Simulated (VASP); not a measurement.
Input of a VASP 6.6.1 run:

File POSCAR:

```
Si2Ge
1.0
    0.0000000000      2.8545571171      2.8545571171
    2.8545571171      0.0000000000      2.8545571171
    2.8545571171      2.8545571171      0.0000000000
Si Ge
2 1
Direct
    0.2500000000      0.2500000000      0.2500000000
    0.7500000000      0.7500000000      0.7500000000
    0.0000000000      0.0000000000      0.0000000000
```

INCAR.step1

```
SYSTEM = Si2Ge
  ALGO = Normal
  EDIFF = 1E-4
  ENCUT = 520
  GGA = PE
  ISMEAR = 0
  LASPH = .TRUE.
  LCHARG = .FALSE.
  LREAL = .FALSE.
  LWAVE = .TRUE.
  NBANDS = 18
  NELM = 80
  PREC = Accurate
  SIGMA = 0.1
```

The input INCAR.step2:

```
SYSTEM = Si2Ge
  ALGO = Normal
  EDIFF = 1E-6
  ENCUT = 520
  ISIF = 2
  ISMEAR = 0
  ISTART = 1
  LASPH = .TRUE.
  LCHARG = .FALSE.
  LMIXTAU = .TRUE.
  LREAL = .FALSE.
  LWAVE = .FALSE.
  METAGGA = R2SCAN
  NBANDS = 18
  NELM = 80
  PREC = Accurate
  SIGMA = 0.1
```

KPOINTS

```
k-points
0
G
  6 6 6
  0 0 0
```

Potentials or basis: VASP PAW PBE potentials, release 64 (Si, Ge_d).

Run with:

```console
$ cat potpaw_PBE.64/Si/POTCAR potpaw_PBE.64/Ge_d/POTCAR > POTCAR
$ cp INCAR.step1 INCAR
$ mpirun -np 1 vasp_std > vasp.out
$ cp INCAR.step2 INCAR
$ mpirun -np 1 vasp_std > vasp.out
```

Question: Predict the band gap on the k mesh.

Answer: Zero (bands 11 and 12 overlap by 3.70 eV).

Question: Predict the pressure.

Answer: 18.2 GPa.

Caveat: the cell stands under pressure; the PAW data sets were made with another functional, which shifts forces and pressure a little.
